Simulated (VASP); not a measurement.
A run of VASP 6.6.1 is set up as follows.

Contents of INCAR:

```
ALGO     = Normal         # electronic algorithm
EDIFF    = 1E-6           # SCF threshold, eV
ENCUT    = 520            # plane-wave cutoff, eV
GGA      = PE             # functional
ISIF     = 2              # what is computed and relaxed
ISMEAR   = 0              # smearing method
ISPIN    = 2              # spin polarisation
LASPH    = True           # aspherical terms in the spheres
LCHARG   = False          # write CHGCAR
LMAXMIX  = 4              # l up to which the mixer works
LORBIT   = 11             # projections on sites
LREAL    = False          # projectors in reciprocal space
LWAVE    = False          # write WAVECAR
MAGMOM   = 3              # initial moments
NBANDS   = 14             # bands
NELM     = 150            # most SCF steps
PREC     = Accurate       # precision mode
SIGMA    = 0.1            # smearing width, eV
```

File KPOINTS:

```
k-points
0
Gamma
  8 8 8
```

POSCAR

```
Co
1.0
    0.0000000000      2.0599454364      2.0599454364
    2.0599454364      0.0000000000      2.0599454364
    2.0599454364      2.0599454364      0.0000000000
Co
1
Direct
    0.0000000000      0.0000000000      0.0000000000
```

Potentials or basis: VASP PAW PBE potentials, release 64 (Co).

Command:

```console
$ cat potpaw_PBE.64/Co/POTCAR > POTCAR
$ mpirun -np 1 vasp_std > vasp.out
```

Problem. Estimate the net moment.

Solution. 1.98 μB per cell.

Problem. What does it give for the site moments?

Solution. Co +2.05 μB.

Problem. Estimate the pressure.

Solution. -30.6 GPa.
